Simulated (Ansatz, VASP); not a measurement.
## One calculation of Hg, two programs

File INCAR:

```
  PREC = Accurate
  ENCUT = 520
  EDIFF = 1E-7
  ISMEAR = 0
  SIGMA = 0.1
  LREAL = F
  LASPH = T
  NELM = 100
  ALGO = Fast
  ISIF = 2
  LWAVE = F
  LCHARG = T
  GGA = PS
  LELF = T
  LVHAR = T
  NBANDS = 19
```

The input KPOINTS:

```
Automatic mesh
0
Gamma
  12 12 12
```

File POSCAR:

```
Hg
1.0
    3.7807521512      0.0000000000      0.0000000000
    0.0000000000      3.7807521512      0.0000000000
    0.0000000000      0.0000000000      3.2759039743
Hg
2
Direct
    0.0000000000      0.0000000000      0.0000000000
    0.5000000000      0.5000000000      0.5000000000
```

Input for Ansatz:

```yaml
crystal:
  lattice:
    - [3.7807521512, 0.0, 0.0]
    - [0.0, 3.7807521512, 0.0]
    - [0.0, 0.0, 3.2759039743]
  atoms:
    - { symbol: Hg, position: [0.0, 0.0, 0.0] }
    - { symbol: Hg, position: [0.5, 0.5, 0.5] }
basis:
  ecutwfc: 420
kpoints:
  mp_grid: { grid: [12, 12, 12] }
hamiltonian:
  xc: pbesol
scf:
  occupations: { method: gaussian, width: 0.1 }
output:
  forces: true
  stress: true
  eigenvalues: true
```

Change from the starting cell: strain along c alone, the other axes held, atoms relaxed: -2.0 %.

Alike in both runs: task single point; functional PBEsol; k mesh 12 × 12 × 12; occupations gaussian, width 0.1 eV; no spin polarisation.

|  | VASP | Ansatz |
| --- | --- | --- |
| version | VASP 6.6.1 | Ansatz 0.2.0 |
| potentials or method | VASP PAW PBE potentials, release 64 (Hg), cutoff 520 eV | scalar-relativistic, plane waves, PAW |
| valence electrons in the cell | 24 | 40 |

```csv
,VASP,Ansatz,Ansatz less VASP
gap on the k mesh at the Fermi level (eV),none,none,-
pressure (GPa),1.1,0.7,-0.37
"traceless stress, the component that is largest in VASP (GPa)",0.25,0.22,-0.028
```

VASP's potentials were made for PBE, not for PBEsol. A gap of «none» marks a metal or a gap that the smearing closes. VASP's potentials hold 24 valence electrons a cell and Ansatz's 40, so a difference there can come from the potentials and not from the codes.

Spin-orbit coupling is off throughout.
